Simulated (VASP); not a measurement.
**Ti2Ga: single point with LDA**

Crystal: Ti2Ga.

```
Ti Ga
1.0
     4.51000    0.00000    0.00000
    -2.25500    3.90577    0.00000
     0.00000    0.00000    5.50000
Ti Ga
4 2
Direct
  0.33333 0.66667 0.75000
  0.66667 0.33333 0.25000
  0.00000 0.00000 0.00000
  0.00000 0.00000 0.50000
  0.33333 0.66667 0.25000
  0.66667 0.33333 0.75000
```

- Program: VASP 6.6.1
- Task: single point
- Functional: LDA
- Potentials or basis: VASP PAW LDA potentials, release 64 (Ti_sv, Ga_d)
- Cutoff: 520 eV
- k mesh: 6 × 6 × 4
- Occupations: methfessel-paxton, width 0.05 eV
- Spin: no spin polarisation
- Dipole correction: no
- Further INCAR settings: ALGO = Normal; EDIFF = 1e-06; NBANDS = 46

```
Pressure               : -8.3 GPa
Band gap on the k mesh : zero (band 37 reaches 8.17 eV, above the bottom of band 38 at 7.34 eV)
```

Stress tensor (GPa, compression positive):
```
-7.98  0.00  0.00
 0.00 -7.98  0.00
 0.00  0.00 -9.02
```

Levels at points of the mesh, in eV from the Fermi level:
```
           k point  band 36  band 37  band 38  band 39  band 40  band 41
(0.00, 0.00, 0.00)    -0.85    -0.49    -0.49     1.44     1.44     1.77
(0.50, 0.00, 0.00)    -0.29    -0.06     0.11     0.66     0.85     1.01
(0.00, 0.00, 0.50)    -0.35    -0.35    -0.35     1.26     1.26     2.25
(0.50, 0.00, 0.50)    -0.18    -0.08    -0.08     0.70     0.70     1.22
```

It took 60 s on 1 thread of AMD EPYC 9R45 96-Core Processor (Zen 5), with other jobs on the host, peak memory 0.19 GiB.
